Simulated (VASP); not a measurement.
# Fe (P6_3/mmc) in VASP: further runs

Runs on Fe. Level: PBEsol. Tasks: single point.

All numbers are computed with VASP 6.6.1; they aren't measurements. Logs are shortened: lines on timing, memory, paths and dates and some standing lists are left out, and cuts for length are marked.

### Step 1. The cell of the first run

The structure is hexagonal, space group P6_3/mmc (No. 194). Conventional cell: a = 2.347 Å, b = 2.347 Å, c = 3.797 Å, α = 90.00°, β = 90.00°, γ = 120.00°. Fe (site symmetry -6m2) has 12 Fe at 2.33 to 2.35 Å within 3.1 Å.

This isn't the form of Fe at room conditions, which is bcc.

### Step 2. Single point, PBEsol

INCAR reads:

```
SYSTEM = Fe
PREC = Accurate
ENCUT = 520
EDIFF = 1E-6
ISMEAR = -1
SIGMA = 0.1
LREAL = .False.
LASPH = .True.
NELM = 60
ALGO = Normal
ISIF = 2
LWAVE = .False.
LCHARG = .False.
GGA = PS
NBANDS = 24
```

KPOINTS reads:

```
regular mesh
0
Gamma
  7 11 7
  0 0 0
```

POSCAR reads:

```
Fe
1.0
    0.0000000000      0.0000000000      3.7970000000
    2.3470000000      0.0000000000      0.0000000000
    0.0000000000      4.0651232454      0.0000000000
Fe
4
Direct
    0.2500000000      1.0000000000      0.3333333334
    0.2500000000      0.5000000000      0.8333333334
    0.7500000000      0.5000000000      0.1666666666
    0.7500000000      0.0000000000      0.6666666666
```

Potentials or basis: VASP PAW PBE potentials, release 64 (Fe).

Command:

```sh
$ cat potpaw_PBE.64/Fe/POTCAR > POTCAR
$ mpirun -np 1 vasp_std > vasp.out
```

OUTCAR:

```text
SYSTEM = Fe
   PREC = Accurate
   ENCUT = 520
   EDIFF = 1E-6
   ISMEAR = -1
   LREAL = .False.
   LASPH = .True.
   NELM = 60
   ISIF = 2
   GGA = PS

 ion  position               nearest neighbor table
   1  0.250  0.000  0.333-   4 2.33   4 2.33   3 2.33   3 2.33   3 2.33   3 2.33   2 2.35   2 2.35
                             2 2.35   2 2.35
   2  0.250  0.500  0.833-   3 2.33   3 2.33   4 2.33   4 2.33   4 2.33   4 2.33   1 2.35   1 2.35
                             1 2.35   1 2.35
   3  0.750  0.500  0.167-   2 2.33   2 2.33   1 2.33   1 2.33   1 2.33   1 2.33   4 2.35   4 2.35
                             4 2.35   4 2.35
   4  0.750  0.000  0.667-   1 2.33   1 2.33   2 2.33   2 2.33   2 2.33   2 2.33   3 2.35   3 2.35
                             3 2.35   3 2.35

  LATTYP: Found a simple orthorhombic cell.
 ALAT       =     2.3470000000
 B/A-ratio  =     1.6178099702
 C/A-ratio  =     1.7320508076

  Lattice vectors:

 A1 = (  -2.3470000000,   0.0000000000,   0.0000000000)
 A2 = (   0.0000000000,   0.0000000000,   3.7970000000)
 A3 = (   0.0000000000,   4.0651232454,   0.0000000000)

Analysis of symmetry for initial positions (statically):
=====================================================================
 Subroutine PRICEL returns following result:

  LATTYP: Found a hexagonal cell.
 ALAT       =     2.3470000000
 C/A-ratio  =     1.6178099702

  Lattice vectors:

 A1 = (  -2.3470000000,   0.0000000000,   0.0000000000)
 A2 = (   1.1735000000,  -2.0325616227,   0.0000000000)
 A3 = (   0.0000000000,   0.0000000000,   3.7970000000)

   2 primitive cells build up your supercell.

 Routine SETGRP: Setting up the symmetry group for a
 simple orthorhombic supercell.

 Subroutine GETGRP returns: Found  8 space group operations
 (whereof  4 operations were pure point group operations)
 out of a pool of  8 trial point group operations.

The static configuration has the point symmetry C_2h.
 The point group associated with its full space group is D_2h.

Analysis of symmetry for dynamics (positions and initial velocities):
=====================================================================
 Subroutine PRICEL returns following result:

  LATTYP: Found a hexagonal cell.
 ALAT       =     2.3470000000
 C/A-ratio  =     1.6178099702

  Lattice vectors:

 A1 = (  -2.3470000000,   0.0000000000,   0.0000000000)
 A2 = (   1.1735000000,  -2.0325616227,   0.0000000000)
 A3 = (   0.0000000000,   0.0000000000,   3.7970000000)

   2 primitive cells build up your supercell.

 Routine SETGRP: Setting up the symmetry group for a
 simple orthorhombic supercell.

 Subroutine GETGRP returns: Found  8 space group operations
 (whereof  4 operations were pure point group operations)
 out of a pool of  8 trial point group operations.

The dynamic configuration has the point symmetry C_2h.
 The point group associated with its full space group is D_2h.

 Subroutine INISYM returns: Found  8 space group operations
 (whereof  4 operations are pure point group operations),
 and found     2 'primitive' translations

----------------------------------------------------------------------------------------

                                     Primitive cell

  volume of cell :      18.1133

  direct lattice vectors                    reciprocal lattice vectors
    -2.347000000  0.000000000  0.000000000    -0.426075841 -0.245995002  0.000000000
     1.173500000 -2.032561623  0.000000000    -0.000000000 -0.491990004  0.000000000
     0.000000000  0.000000000  3.797000000     0.000000000  0.000000000  0.263365815

  length of vectors
     2.347000000  2.347000000  3.797000000     0.491990004  0.491990004  0.263365815

  position of ions in fractional coordinates (direct lattice)
     0.666666667  0.333333333  0.250000000
     0.333333333  0.666666667  0.750000000

  ion indices of the primitive-cell ions
   primitive index   ion index
                 1           1
                 2           4

----------------------------------------------------------------------------------------

 KPOINTS: regular mesh

Automatic generation of k-mesh.
 Grid dimensions read from file:
 generate k-points for:    7   11    7

 Generating k-lattice:

  Cartesian coordinates                     Fractional coordinates (reciprocal lattice)
     0.000000000  0.000000000  0.037623688     0.142857143  0.000000000  0.000000000
     0.038734167  0.000000000  0.000000000     0.000000000  0.090909091  0.000000000
     0.000000000  0.035142143  0.000000000     0.000000000  0.000000000  0.142857143

  Length of vectors
     0.037623688  0.038734167  0.035142143

  Shift w.r.t. Gamma in fractional coordinates (k-lattice)
     0.000000000  0.000000000  0.000000000

 Subroutine IBZKPT returns following result:
 ===========================================

 Found     96 irreducible k-points:

 Following reciprocal coordinates:
            Coordinates               Weight
  0.000000  0.000000  0.000000      1.000000
  0.142857  0.000000  0.000000      2.000000
  0.285714  0.000000  0.000000      2.000000
  0.428571  0.000000  0.000000      2.000000
  0.000000  0.090909  0.000000      2.000000
  0.142857  0.090909  0.000000      4.000000
[... 16 lines left out ...]
  0.285714  0.454545  0.000000      4.000000
  0.428571  0.454545  0.000000      4.000000
 [... further k-points ...]
   k-points           NKPTS =     96   k-points in BZ     NKDIM =     96   number of bands    NBANDS=     24
   number of dos      NEDOS =    301   number of ions     NIONS =      4
   total plane-waves  NPLWV =  15120
   dimension x,y,z NGX =    28 NGY =   18 NGZ =   30
   dimension x,y,z NGXF=    56 NGYF=   36 NGZF=   60
   ions per type =               4
   NGX,Y,Z   is equivalent  to a cutoff of  12.26, 12.75, 12.27 a.u.
   NGXF,Y,Z  is equivalent  to a cutoff of  24.52, 25.50, 24.54 a.u.
 SYSTEM =  Fe
   PREC   = accura    normal or accurate (medium, high low for compatibility)
   ISTART =      0    job   : 0-new  1-cont  2-samecut
   ICHARG =      2    charge: 1-file 2-atom 10-const
   ISPIN  =      1    spin polarized calculation?
   LNONCOLLINEAR =      F non collinear calculations
   LSORBIT =      F    spin-orbit coupling
   LASPH  =      T    aspherical Exc in radial PAW
   ENCUT  =  520.0 eV  38.22 Ry    6.18 a.u.   7.06  4.36  7.56*2*pi/ulx,y,z
   NELM   =     60;   NELMIN=  2; NELMDL= -5     # of ELM steps
   EDIFF  = 0.1E-05   stopping-criterion for ELM
   LREAL  =      F    real-space projection
   EDIFFG = 0.1E-04   stopping-criterion for IOM
   NSW    =      0    number of steps for IOM
   IBRION =     -1    ionic relax: 0-MD 1-quasi-New 2-CG
   NFREE  =      0    steps in history (QN), initial steepest desc. (CG)
   ISIF   =      2    stress and relaxation
   ISYM   =      2    0-nonsym 1-usesym 2-fastsym
   POTIM  = 0.5000    time-step for ionic-motion
   TEBEG  =    0.0;   TEEND  =   0.0 temperature during run
   PSTRESS=    0.0 pullay stress
   NELECT =      32.0000    total number of electrons
   NUPDOWN=      -1.0000    fix difference up-down
   EMIN   =  10.00;   EMAX   =-10.00  energy-range for DOS
   EFERMI =   0.00;   METHOD = LEGACY
   ISMEAR =    -1;   SIGMA  =   0.10  broadening in eV -4-tet -1-fermi 0-gaus
   EFERMI_NEDOS =   21; number of points for ismear=-14 and -15
   IALGO  =     38    algorithm
   IMIX   =      4    mixing-type and parameters
     AMIX     =   0.40;   BMIX     =  1.00
     AMIX_MAG =   1.60;   BMIX_MAG =  1.00
  volume/ion in A,a.u.               =       9.06        61.12
  Fermi-wavevector in a.u.,A,eV,Ry     =   1.570781  2.968346 33.570383  2.467354
  Thomas-Fermi vector in A             =   2.672463
   LORBIT       =      0    0 simple, 1 ext, 2 COOP (PROOUT), +10 PAW based schemes
   GGA     = PS    functional components
   LHFCALC =     F    Hartree Fock is set to
   AEXX    =    0.0000 exact exchange contribution
   IVDW    =     0    specifies the selected vdW correction
   LEPSILON=     F    determine dielectric tensor
   LRPA    =     F    only Hartree local field effects (RPA)
 non-spin polarized calculation
  energy-cutoff  :      520.00
  volume of cell :       36.23
 maximum number of plane-waves:       989
   NGX = 15   NGY =  9   NGZ = 15

 number of electron      31.9999987 magnetization

 Free energy of the ion-electron system (eV)
  ---------------------------------------------------
  ext. energy  EPLUGINS =         0.00000000
  ---------------------------------------------------
  free energy    TOTEN  =       -35.53648685 eV

  energy without entropy =      -35.39320634  energy(sigma->0) =      -35.46484659

 E-fermi :   8.1626     XC(G=0): -14.6569

 val. band max:        8.1614319191   @ k =   0.2857   0.0909   0.2857
 cond. band min:       8.1674819805   @ k =   0.2857   0.2727   0.0000
 fundamental gap:      0.0060500614
 Fermi energy:         8.1625701295

 k-point     1 :       0.0000    0.0000    0.0000
  band No.  band energies     occupation
      1      -1.4877      2.00000
      2       2.4513      2.00000
      3       2.8025      2.00000
      4       3.0911      2.00000
      5       3.2061      2.00000
      6       5.9527      2.00000
[... 16 lines left out ...]
     23      11.3229      0.00000
     24      13.7853      0.00000

 k-point     2 :       0.1429    0.0000    0.0000
  band No.  band energies     occupation
      1      -1.2441      2.00000
      2       2.4330      2.00000
      3       2.6167      2.00000
      4       2.8675      2.00000
      5       3.8654      2.00000
      6       5.0013      2.00000
[... 16 lines left out ...]
     23      11.0158      0.00000
     24      13.5430      0.00000

 k-point     3 :       0.2857    0.0000    0.0000
  band No.  band energies     occupation
      1      -0.5455      2.00000
      2       2.2466      2.00000
      3       2.3762      2.00000
      4       2.9418      2.00000
      5       4.2851      2.00000
      6       4.4483      2.00000
[... 16 lines left out ...]
     23      10.1656      0.00000
     24      12.8106      0.00000

 k-point     4 :       0.4286    0.0000    0.0000
  band No.  band energies     occupation
      1       0.4903      2.00000
      2       1.5756      2.00000
      3       2.4362      2.00000
      4       2.7240      2.00000
      5       4.2268      2.00000
      6       4.4851      2.00000
[... 16 lines left out ...]
     23      10.2878      0.00000
     24      11.6617      0.00000

 k-point     5 :       0.0000    0.0909    0.0000
  band No.  band energies     occupation
      1      -1.2298      2.00000
      2       2.6284      2.00000
      3       2.9843      2.00000
      4       3.2467      2.00000
      5       3.2622      2.00000
      6       5.7005      2.00000
[... 16 lines left out ...]
     23      11.6762      0.00000
     24      14.0527      0.00000

 k-point     6 :       0.1429    0.0909    0.0000
  band No.  band energies     occupation
      1      -0.9910      2.00000
      2       2.6202      2.00000
      3       2.7572      2.00000
      4       3.0552      2.00000
      5       3.9514      2.00000
      6       4.9456      2.00000
[... 16 lines left out ...]
     23      11.5132      0.00000
     24      13.8554      0.00000
[... 379 lines left out ...]
 k-point    21 :       0.0000    0.4545    0.0000
  band No.  band energies     occupation
      1       3.2073      2.00000
      2       3.4577      2.00000
      3       3.6689      2.00000
      4       3.8603      2.00000
      5       4.1377      2.00000
      6       4.1401      2.00000
[... 16 lines left out ...]
     23      17.5323      0.00000
     24      17.8825      0.00000

 k-point    22 :       0.1429    0.4545    0.0000
  band No.  band energies     occupation
      1       3.2019      2.00000
      2       3.4618      2.00000
      3       3.5854      2.00000
      4       3.8846      2.00000
      5       4.1928      2.00000
      6       4.2044      2.00000
[... 16 lines left out ...]
     23      16.1399      0.00000
     24      16.9608      0.00000

 k-point    23 :       0.2857    0.4545    0.0000
  band No.  band energies     occupation
      1       3.2008      2.00000
      2       3.4649      2.00000
      3       3.4930      2.00000
      4       3.7890      2.00000
      5       4.3260      2.00000
      6       4.4126      2.00000
[... 16 lines left out ...]
     23      13.9582      0.00000
     24      15.5936      0.00000

 k-point    24 :       0.4286    0.4545    0.0000
  band No.  band energies     occupation
      1       3.2475      2.00000
      2       3.3475      2.00000
      3       3.5547      2.00000
      4       3.6483      2.00000
      5       4.6731      2.00000
      6       4.8016      2.00000
[... 16 lines left out ...]
     23      13.2821      0.00000
     24      14.2407      0.00000

 [... further k-points ...]

------------------------ aborting loop because EDIFF is reached ----------------------------------------

  FORCE on cell =-STRESS in cart. coord.  units (eV):
  Direction    XX          YY          ZZ          XY          YZ          ZX
  --------------------------------------------------------------------------------------
  -------------------------------------------------------------------------------------
  Total        7.9770972      7.9580492      5.0550102      0.0000000     -0.0000000      0.0000000
  in kB      352.7995812    351.9571555    223.5657223      0.0000000     -0.0000000      0.0000000
  external PRESSURE =     309.4408196 kB  Pullay stress =       0.0000000 kB

 VOLUME and BASIS-vectors are now :
 -----------------------------------------------------------------------------
  energy-cutoff  :      520.00
  volume of cell :       36.23
      direct lattice vectors                 reciprocal lattice vectors
     0.000000000  0.000000000  3.797000000     0.000000000  0.000000000  0.263365815
     2.347000000  0.000000000  0.000000000     0.426075841  0.000000000  0.000000000
     0.000000000  4.065123245  0.000000000     0.000000000  0.245995002  0.000000000

 POSITION                                       TOTAL-FORCE (eV/Angst)
 -----------------------------------------------------------------------------------
      0.00000      1.35504      0.94925         0.000000      0.011730     -0.000000
      1.17350      3.38760      0.94925        -0.000000      0.011730      0.000000
      1.17350      0.67752      2.84775         0.000000     -0.011730      0.000000
      0.00000      2.71008      2.84775         0.000000     -0.011730      0.000000
 -----------------------------------------------------------------------------------
    total drift:                               -0.000000      0.000000      0.000000

  FREE ENERGIE OF THE ION-ELECTRON SYSTEM (eV)
  ---------------------------------------------------
  free  energy   TOTEN  =       -35.5364868456 eV

  energy  without entropy=      -35.3932063367  energy(sigma->0) =      -35.46484659
```

It took 26 s on 1 thread of Intel Xeon 6975P-C (Granite Rapids), shared host; peak memory 0.18 GiB.

Results:

| Quantity | Value |
| --- | --- |
| Free energy | -35.5365 eV |
| Pressure | 30.9 GPa |
| Largest force | 0.012 eV/Å |
| Band gap on the k mesh | zero (bands 16 and 17 overlap by 2.07 eV) |

Forces in eV/Å, atoms in the order of the input:
```
Fe   0.000  0.012  0.000
Fe   0.000  0.012  0.000
Fe   0.000 -0.012  0.000
Fe   0.000 -0.012  0.000
```

Caveat: the cell stands under pressure; the PAW data sets were made with another functional, which shifts forces and pressure a little; the run has no spin polarisation, though such a crystal can be magnetic. Spin polarisation is off, so any magnetic state and its effect on volume and gap are missing.

[end of part 1 of 2]
